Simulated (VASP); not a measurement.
# CuF (P6_3mc) in VASP: single point with HSE06

Aim: the single point of CuF with HSE06.

Program: VASP 6.6.1. These are calculated values, not measurements. Logs are shortened: lines on timing, memory, paths and dates and some standing lists are left out, and cuts for length are marked.

### Step 1. The cell of the first run

It takes space group P6_3mc (No. 186, hexagonal). Conventional cell: a = 2.976 Å, b = 2.976 Å, c = 6.542 Å, α = 90.00°, β = 90.00°, γ = 120.00°. Cu (site symmetry 3m) has 4 F at 1.92 to 2.18 Å within 2.5 Å. Within 2.5 Å of F (site symmetry 3m) lie 4 Cu at 1.92 to 2.18 Å.

### Step 2. Single point, HSE06

POSCAR reads:

```
CuF
1.0
    2.9764760883      0.0000000000      0.0000000000
   -1.4882380442      2.5777039062      0.0000000000
    0.0000000000      0.0000000000      6.5421544983
Cu F
2 2
Direct
    0.3333333333      0.6666666667      0.0405813055
    0.6666666667      0.3333333333      0.5405813055
    0.3333333333      0.6666666667      0.3344186945
    0.6666666667      0.3333333333      0.8344186945
```

INCAR.step1 reads:

```
ALGO = Normal ; EDIFF = 1E-5
ENCUT = 520 ; GGA = PE
ISIF = 2 ; ISMEAR = -1
LASPH = T ; LREAL = F
LWAVE = T ; NBANDS = 26
NELM = 60 ; PREC = Accurate
SIGMA = 0.02
```

INCAR.step2 reads:

```
ALGO = Normal ; EDIFF = 1E-7
ENCUT = 520 ; GGA = PE
HFSCREEN = 0.2079 ; ISIF = 2
ISMEAR = -1 ; ISTART = 1
LASPH = T ; LCHARG = T
LELF = T ; LHFCALC = T
LREAL = F ; LVHAR = T
LWAVE = F ; NBANDS = 26
NELM = 60 ; PREC = Accurate
PRECFOCK = Normal ; SIGMA = 0.02
```

KPOINTS reads:

```
k-points
0
Gamma
  6 6 2
```

Potentials or basis: VASP PAW PBE potentials, release 64 (Cu, F).

Run with:

```
$ cat potpaw_PBE.64/Cu/POTCAR potpaw_PBE.64/F/POTCAR > POTCAR
$ cp INCAR.step1 INCAR
$ mpirun -np 1 vasp_std > vasp.out
$ cp INCAR.step2 INCAR
$ mpirun -np 1 vasp_std > vasp.out
```

OUTCAR:

```text
EDIFF = 1E-7
   ENCUT = 520
   GGA = PE
   HFSCREEN = 0.2079
   ISIF = 2
   ISMEAR = -1
   ISTART = 1
   LASPH = T
   LHFCALC = T
   LREAL = F
   NELM = 60
   PREC = Accurate
   PRECFOCK = Normal

 ion  position               nearest neighbor table
   1  0.333  0.667  0.041-   3 1.92   4 2.18   4 2.18   4 2.18
   2  0.667  0.333  0.541-   4 1.92   3 2.18   3 2.18   3 2.18
   3  0.333  0.667  0.334-   1 1.92   2 2.18   2 2.18   2 2.18
   4  0.667  0.333  0.834-   2 1.92   1 2.18   1 2.18   1 2.18

  LATTYP: Found a hexagonal cell.
 ALAT       =     2.9764760883
 C/A-ratio  =     2.1979529834

  Lattice vectors:

 A1 = (   2.9764760883,   0.0000000000,   0.0000000000)
 A2 = (  -1.4882380442,   2.5777039062,   0.0000000000)
 A3 = (   0.0000000000,   0.0000000000,   6.5421544983)

Analysis of symmetry for initial positions (statically):
=====================================================================
 Subroutine PRICEL returns:
 Original cell was already a primitive cell.

 Routine SETGRP: Setting up the symmetry group for a
 hexagonal supercell.

 Subroutine GETGRP returns: Found 12 space group operations
 (whereof  6 operations were pure point group operations)
 out of a pool of 24 trial point group operations.

The static configuration has the point symmetry C_3v.
 The point group associated with its full space group is C_6v.

Analysis of symmetry for dynamics (positions and initial velocities):
=====================================================================
 Subroutine PRICEL returns:
 Original cell was already a primitive cell.

 Routine SETGRP: Setting up the symmetry group for a
 hexagonal supercell.

 Subroutine GETGRP returns: Found 12 space group operations
 (whereof  6 operations were pure point group operations)
 out of a pool of 24 trial point group operations.

The dynamic configuration has the point symmetry C_3v.
 The point group associated with its full space group is C_6v.

 Subroutine INISYM returns: Found 12 space group operations
 (whereof  6 operations are pure point group operations),
 and found     1 'primitive' translations

----------------------------------------------------------------------------------------

                                     Primitive cell

  volume of cell :      50.1945

  direct lattice vectors                    reciprocal lattice vectors
     2.976476088  0.000000000  0.000000000     0.335967759  0.193971076  0.000000000
    -1.488238044  2.577703906  0.000000000     0.000000000  0.387942152  0.000000000
     0.000000000  0.000000000  6.542154498     0.000000000  0.000000000  0.152854843

  length of vectors
     2.976476088  2.976476088  6.542154498     0.387942152  0.387942152  0.152854843

  position of ions in fractional coordinates (direct lattice)
     0.333333333  0.666666667  0.040581305
     0.666666667  0.333333333  0.540581305
     0.333333333  0.666666667  0.334418695
     0.666666667  0.333333333  0.834418695

  ion indices of the primitive-cell ions
   primitive index   ion index
                 1           1
                 2           2
                 3           3
                 4           4

----------------------------------------------------------------------------------------

 KPOINTS: k-points

Automatic generation of k-mesh.
 Grid dimensions read from file:
 generate k-points for:    6    6    2

 Generating k-lattice:

  Cartesian coordinates                     Fractional coordinates (reciprocal lattice)
     0.055994626  0.032328513  0.000000000     0.166666667 -0.000000000  0.000000000
     0.000000000  0.064657025  0.000000000     0.000000000  0.166666667  0.000000000
     0.000000000  0.000000000  0.076427422     0.000000000  0.000000000  0.500000000

  Length of vectors
     0.064657025  0.064657025  0.076427422

  Shift w.r.t. Gamma in fractional coordinates (k-lattice)
     0.000000000  0.000000000  0.000000000

 Subroutine IBZKPT returns following result:
 ===========================================

 Found     14 irreducible k-points:

 Following reciprocal coordinates:
            Coordinates               Weight
  0.000000  0.000000  0.000000      1.000000
  0.166667 -0.000000  0.000000      6.000000
  0.333333 -0.000000  0.000000      6.000000
  0.500000 -0.000000  0.000000      3.000000
  0.166667  0.166667  0.000000      6.000000
  0.333333  0.166667  0.000000     12.000000
  0.333333  0.333333  0.000000      2.000000
  0.000000  0.000000  0.500000      1.000000
  0.166667 -0.000000  0.500000      6.000000
  0.333333 -0.000000  0.500000      6.000000
  0.500000 -0.000000  0.500000      3.000000
  0.166667  0.166667  0.500000      6.000000
  0.333333  0.166667  0.500000     12.000000
  0.333333  0.333333  0.500000      2.000000
   k-points           NKPTS =     14   k-points in BZ     NKDIM =     72   number of bands    NBANDS=     26
   number of dos      NEDOS =    301   number of ions     NIONS =      4
   total plane-waves  NPLWV =  28800
   dimension x,y,z NGX =    24 NGY =   24 NGZ =   50
   dimension x,y,z NGXF=    48 NGYF=   48 NGZF=  100
   ions per type =               2   2
   NGX,Y,Z   is equivalent  to a cutoff of  13.40, 13.40, 12.71 a.u.
   NGXF,Y,Z  is equivalent  to a cutoff of  26.81, 26.81, 25.41 a.u.
 SYSTEM =  unknown system
   PREC   = accura    normal or accurate (medium, high low for compatibility)
   ISTART =      1    job   : 0-new  1-cont  2-samecut
   ICHARG =      0    charge: 1-file 2-atom 10-const
   ISPIN  =      1    spin polarized calculation?
   LNONCOLLINEAR =      F non collinear calculations
   LSORBIT =      F    spin-orbit coupling
   LASPH  =      T    aspherical Exc in radial PAW
   ENCUT  =  520.0 eV  38.22 Ry    6.18 a.u.   5.53  5.53 12.16*2*pi/ulx,y,z
   NELM   =     60;   NELMIN=  2; NELMDL=  0     # of ELM steps
   EDIFF  = 0.1E-06   stopping-criterion for ELM
   LREAL  =      F    real-space projection
   EDIFFG = 0.1E-05   stopping-criterion for IOM
   NSW    =      0    number of steps for IOM
   IBRION =     -1    ionic relax: 0-MD 1-quasi-New 2-CG
   NFREE  =      0    steps in history (QN), initial steepest desc. (CG)
   ISIF   =      2    stress and relaxation
   ISYM   =      3    0-nonsym 1-usesym 2-fastsym
   POTIM  = 0.5000    time-step for ionic-motion
   TEBEG  =    0.0;   TEEND  =   0.0 temperature during run
   PSTRESS=    0.0 pullay stress
   NELECT =      36.0000    total number of electrons
   NUPDOWN=      -1.0000    fix difference up-down
   EMIN   =  10.00;   EMAX   =-10.00  energy-range for DOS
   EFERMI =   0.00;   METHOD = LEGACY
   ISMEAR =    -1;   SIGMA  =   0.02  broadening in eV -4-tet -1-fermi 0-gaus
   EFERMI_NEDOS =   21; number of points for ismear=-14 and -15
   IALGO  =     38    algorithm
   IMIX   =      1    mixing-type and parameters
     AMIX     =   0.40;   BMIX     =  1.00
     AMIX_MAG =   1.60;   BMIX_MAG =  1.00
  volume/ion in A,a.u.               =      12.55        84.68
  Fermi-wavevector in a.u.,A,eV,Ry     =   1.465402  2.769209 29.217211  2.147404
  Thomas-Fermi vector in A             =   2.581264
   LORBIT       =      0    0 simple, 1 ext, 2 COOP (PROOUT), +10 PAW based schemes
   GGA     = PE    functional components
   LHFCALC =     T    Hartree Fock is set to
   PRECFOCK=normal    Normal, Fast or Accurate (Low or Medium for compatibility)
   ENCUT4O =  -1.0   cutoff for four orbital integrals eV
   NKREDX  =     1    reduce k-point grid by
   NKREDY  =     1    reduce k-point grid by
   NKREDZ  =     1    reduce k-point grid by
   AEXX    =    0.2500 exact exchange contribution
   HFSCREEN=    0.2079 screening length (either q_TF or 0.3 A-1)
   HFSCREENC=   0.2079 screening length for correlation (either q_TF or 0.3 A-1)
   ENCUTFOCK=  -1.0 apply spherical cutoff to Coloumb kernel
   IVDW    =     0    specifies the selected vdW correction
   LEPSILON=     F    determine dielectric tensor
   LRPA    =     F    only Hartree local field effects (RPA)
 non-spin polarized calculation
  energy-cutoff  :      520.00
  volume of cell :       50.19
 maximum number of plane-waves:      1405
 NGX is ok and might be reduce to    24
  NGX = 18; NGY = 18; NGZ = 40

 number of electron      35.9999996 magnetization

 Free energy of the ion-electron system (eV)
  ---------------------------------------------------
  ext. energy  EPLUGINS =         0.00000000
  ---------------------------------------------------
  free energy    TOTEN  =       -18.14764166 eV

  energy without entropy =      -18.14764166  energy(sigma->0) =      -18.14764166

 E-fermi :   2.4509     XC(G=0):  -8.5793

 val. band max:        1.9116232630   @ k =   0.3333   0.1667   0.0000
 cond. band min:       3.4624628184   @ k =   0.0000   0.0000   0.0000
 fundamental gap:      1.5508395553
 Fermi energy:         2.4508716624

 k-point     1 :       0.0000    0.0000    0.0000
  band No.  band energies     occupation
      1     -24.0375      2.00000
      2     -23.9066      2.00000
      3      -5.8926      2.00000
      4      -4.7975      2.00000
      5      -3.2203      2.00000
      6      -3.2203      2.00000
[... 18 lines left out ...]
     25      21.5022      0.00000
     26      22.1447      0.00000

 k-point     2 :       0.1667   -0.0000    0.0000
  band No.  band energies     occupation
      1     -23.9545      2.00000
      2     -23.8406      2.00000
      3      -5.6343      2.00000
      4      -4.7374      2.00000
      5      -3.8237      2.00000
      6      -3.4781      2.00000
[... 18 lines left out ...]
     25      19.3893      0.00000
     26      20.2606      0.00000

 k-point     3 :       0.3333   -0.0000    0.0000
  band No.  band energies     occupation
      1     -23.7813      2.00000
      2     -23.7099      2.00000
      3      -5.1460      2.00000
      4      -4.8127      2.00000
      5      -4.5378      2.00000
      6      -4.4259      2.00000
[... 282 lines left out ...]
 k-point    13 :       0.3333    0.1667    0.5000
  band No.  band energies     occupation
      1     -23.6683      2.00000
      2     -23.6683      2.00000
      3      -4.9893      2.00000
      4      -4.9893      2.00000
      5      -4.5277      2.00000
      6      -4.5277      2.00000
[... 18 lines left out ...]
     25      16.9680      0.00000
     26      16.9680      0.00000

 k-point    14 :       0.3333    0.3333    0.5000
  band No.  band energies     occupation
      1     -23.6295      2.00000
      2     -23.6295      2.00000
      3      -4.8276      2.00000
      4      -4.8276      2.00000
      5      -4.4427      2.00000
      6      -4.4427      2.00000
[... 18 lines left out ...]
     25      18.0493      0.00000
     26      18.0493      0.00000

------------------------ aborting loop because EDIFF is reached ----------------------------------------

  FORCE on cell =-STRESS in cart. coord.  units (eV):
  Direction    XX          YY          ZZ          XY          YZ          ZX
  --------------------------------------------------------------------------------------
  -------------------------------------------------------------------------------------
  Total       -0.1074013     -0.1074013      0.2723305      0.0000000      0.0000000      0.0000000
  in kB       -3.4281821     -3.4281821      8.6926179      0.0000000      0.0000000      0.0000000
  external PRESSURE =       0.6120846 kB  Pullay stress =       0.0000000 kB

 VOLUME and BASIS-vectors are now :
 -----------------------------------------------------------------------------
  energy-cutoff  :      520.00
  volume of cell :       50.19
      direct lattice vectors                 reciprocal lattice vectors
     2.976476088  0.000000000  0.000000000     0.335967759  0.193971076  0.000000000
    -1.488238044  2.577703906  0.000000000     0.000000000  0.387942152  0.000000000
     0.000000000  0.000000000  6.542154498     0.000000000  0.000000000  0.152854843

 POSITION                                       TOTAL-FORCE (eV/Angst)
 -----------------------------------------------------------------------------------
     -0.00000      1.71847      0.26549        -0.000000     -0.000000     -0.029352
      1.48824      0.85923      3.53657         0.000000      0.000000     -0.029352
     -0.00000      1.71847      2.18782         0.000000      0.000000      0.029352
      1.48824      0.85923      5.45890        -0.000000     -0.000000      0.029352
 -----------------------------------------------------------------------------------
    total drift:                               -0.000002      0.000002     -0.000309

  FREE ENERGIE OF THE ION-ELECTRON SYSTEM (eV)
  ---------------------------------------------------
  free  energy   TOTEN  =       -18.1476416611 eV

  energy  without entropy=      -18.1476416611  energy(sigma->0) =      -18.14764166
```

It took 61 min on 1 thread of Oxide Virtual Turin-like, shared host; peak memory 0.26 GiB.

Results:

```yaml
Free_energy: -18.1476 eV
Pressure: 0.1 GPa
Largest_force: 0.029 eV/Å
Band_gap_on_the_k_mesh: 1.55 eV (least direct gap 2.04 eV)
```

Forces in eV/Å, atoms in the order of the input:
```
Cu   0.000  0.000 -0.029
Cu   0.000  0.000 -0.029
F    0.000  0.000  0.029
F    0.000  0.000  0.029
```

Stress tensor (GPa, compression positive):
```
-0.34  0.00  0.00
 0.00 -0.34  0.00
 0.00  0.00  0.87
```

Caveat: the k points lie up to 0.48 Å⁻¹ apart; the structure was generated, so it needn't be the stable form of CuF; the PAW data sets were made with another functional, which shifts forces and pressure a little. A k mesh can miss the band edges.
